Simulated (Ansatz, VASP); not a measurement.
**Zr2O: VASP beside Ansatz**

```xyz
6
Lattice="4.8003 0.0000 0.0000 0.0000 4.8003 0.0000 0.0000 0.0000 4.8003" Properties=species:S:1:pos:R:3 pbc="T T T"
Zr    1.2001    1.2001    3.6002
Zr    3.6002    1.2001    1.2001
Zr    1.2001    3.6002    1.2001
Zr    3.6002    3.6002    3.6002
O     0.0000    0.0000    0.0000
O     2.4001    2.4001    2.4001
```

Alike in both runs: functional PBEsol; k mesh 8 × 8 × 8; occupations gaussian, width 0.1 eV; no spin polarisation.

Ansatz relaxed the structure, and its values are those at the end. VASP's run is a single point on that final structure, the one shown.

```csv
,VASP,Ansatz
version,VASP 6.6.1,Ansatz 0.2.0
potentials or method,"VASP PAW PBE potentials, release 64 (Zr_sv, O), cutoff 520 eV","scalar-relativistic, plane waves, PAW"
valence electrons in the cell,60,60
```

```tsv
	VASP	Ansatz	Ansatz less VASP
gap on the k mesh at the Fermi level (eV)	none	none	-
pressure (GPa)	0.2	0.0	-0.25
```

VASP's potentials were made for PBE, not for PBEsol. A gap of «none» marks a metal or a gap that the smearing closes.
